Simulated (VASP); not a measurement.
Crystal: Hf.

```
Hf
1.0
    -1.76749    1.76749    1.76749
     1.76749   -1.76749    1.76749
     1.76749    1.76749   -1.76749
Hf
1
Cartesian
  0.0000 0.0000 0.0000
```

Program: VASP 6.6.1. Alike in all runs: no spin polarisation; cell as given; k mesh 14 × 14 × 14; cutoff (eV) 520; smearing fermi-dirac 0.05 eV.

Task: Order these runs on this cell by their pressure, lowest first.
A. level PBEsol; potentials or basis VASP PAW PBE potentials, release 64 (Hf_pv)
B. level LDA; potentials or basis VASP PAW LDA potentials, release 64 (Hf_pv)
C. level PBE; potentials or basis VASP PAW PBE potentials, release 64 (Hf_pv)

Result: B (-7.9 GPa), A (-4.1 GPa), C (0.6 GPa).

Caveats: the PAW data sets were made with another functional, which shifts forces and pressure a little (some runs).
